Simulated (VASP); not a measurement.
A run of VASP 6.6.1 is set up as follows.

The input INCAR:

```
SYSTEM = Si24O47
PREC = Accurate ; ENCUT = 520
EDIFF = 1E-6 ; ISMEAR = -1
SIGMA = 0.05 ; LREAL = Auto
LASPH = .True. ; NELM = 120
ALGO = Normal ; ISIF = 2
LWAVE = .False. ; LCHARG = .False.
GGA = PS ; NBANDS = 230
GGA_COMPAT = .False.
```

The input KPOINTS:

```
Automatic mesh
0
Gamma
  1 1 1
  0 0 0
```

Contents of POSCAR:

```
Si24O47
1.0
    9.9016390000      0.0000000000      0.0000000000
   -4.9508190000      8.5750710000      0.0000000000
    0.0000000000      0.0000000000     10.8858800000
Si O
24 47
Direct
    0.2377900000      0.9985700000      0.1667100000
    0.2354700000      0.0160800000      0.6494000000
    0.2337400000      0.4968600000      0.1673900000
    0.2326200000      0.4856600000      0.6718400000
    0.7370100000      0.0032100000      0.1662100000
    0.7317100000      0.0013900000      0.6663300000
    0.7288000000      0.5031000000      0.1682100000
    0.7460800000      0.5116600000      0.6642500000
    0.0016000000      0.2263700000      0.3415700000
    0.9926500000      0.2373200000      0.8385700000
    0.9992600000      0.7342800000      0.3329100000
    0.0111700000      0.7575800000      0.8280500000
    0.4996300000      0.2367900000      0.3355400000
    0.5025100000      0.2429600000      0.8298800000
    0.5016600000      0.7401500000      0.3297900000
    0.5006800000      0.7340200000      0.8328100000
    0.2609600000      0.2617500000      0.9992700000
    0.2525100000      0.2224900000      0.5166200000
    0.2647100000      0.7623700000      0.9989400000
    0.2627200000      0.7559800000      0.4965600000
    0.7548400000      0.2627800000      0.0028600000
    0.7657000000      0.2660900000      0.4998800000
    0.7680300000      0.7708900000      0.9989000000
    0.7666700000      0.7703400000      0.4975600000
    0.2052300000      0.1278400000      0.1039900000
    0.4198200000      0.2792200000      0.4482000000
    0.1960500000      0.6217900000      0.1004200000
    0.2155800000      0.6134600000      0.5915000000
    0.7030800000      0.1357100000      0.1122900000
    0.6998700000      0.1325200000      0.6059500000
    0.7074800000      0.6407800000      0.1075200000
    0.7064500000      0.6362300000      0.6019700000
    0.3697000000      0.0754400000      0.2727600000
    0.3730000000      0.0957500000      0.7529100000
    0.3674600000      0.5781400000      0.2717100000
    0.3679900000      0.5708500000      0.7746600000
    0.8659500000      0.0703300000      0.2754000000
    0.8623600000      0.0773300000      0.7739200000
    0.8632300000      0.5740100000      0.2731000000
    0.8875600000      0.5967800000      0.7614000000
    0.4218600000      0.2922300000      0.9369800000
    0.4289200000      0.8020200000      0.4342300000
    0.4274400000      0.7884700000      0.9424700000
    0.9280300000      0.2889200000      0.4452700000
    0.9188400000      0.2922900000      0.9469000000
    0.9294000000      0.7978600000      0.4392400000
    0.9308300000      0.7999500000      0.9403700000
    0.1211700000      0.1818200000      0.4090800000
    0.1267500000      0.2066100000      0.8944400000
    0.1281800000      0.6983000000      0.3917900000
    0.1444800000      0.7264200000      0.8856800000
    0.6391300000      0.2131900000      0.3893500000
    0.6241600000      0.1998100000      0.8945700000
    0.6355100000      0.7130200000      0.3905400000
    0.6384200000      0.7105000000      0.8903000000
    0.0817600000      0.3596800000      0.2360900000
    0.0658400000      0.3760700000      0.7375800000
    0.0756500000      0.8658900000      0.2265600000
    0.0776100000      0.8981000000      0.7267800000
    0.5670900000      0.3747400000      0.2327700000
    0.5913600000      0.3866100000      0.7356800000
    0.5735300000      0.8673900000      0.2208100000
    0.5703400000      0.8653100000      0.7251000000
    0.2929200000      0.4232900000      0.0616100000
    0.2758700000      0.3753600000      0.5908600000
    0.2989900000      0.9232300000      0.0642800000
    0.2806500000      0.9101700000      0.5626000000
    0.7789500000      0.4244400000      0.0596700000
    0.7964100000      0.4291500000      0.5590400000
    0.7966100000      0.9343700000      0.0564600000
    0.7953500000      0.9313900000      0.5600700000
```

Potentials or basis: VASP PAW PBE potentials, release 64 (Si, O).

The run is started by

```bash
$ cat potpaw_PBE.64/Si/POTCAR potpaw_PBE.64/O/POTCAR > POTCAR
$ mpirun -np 1 vasp_gam > vasp.out
```

(1) Estimate the largest force.

(2) What does it give for the band gap on the k mesh?

(3) What does it give for the pressure?

Results:

(1) 0.069 eV/Å.

(2) 5.43 eV.

(3) 0.2 GPa.

Caveat: the k points lie up to 0.73 Å⁻¹ apart; the PAW data sets were made with another functional, which shifts forces and pressure a little.
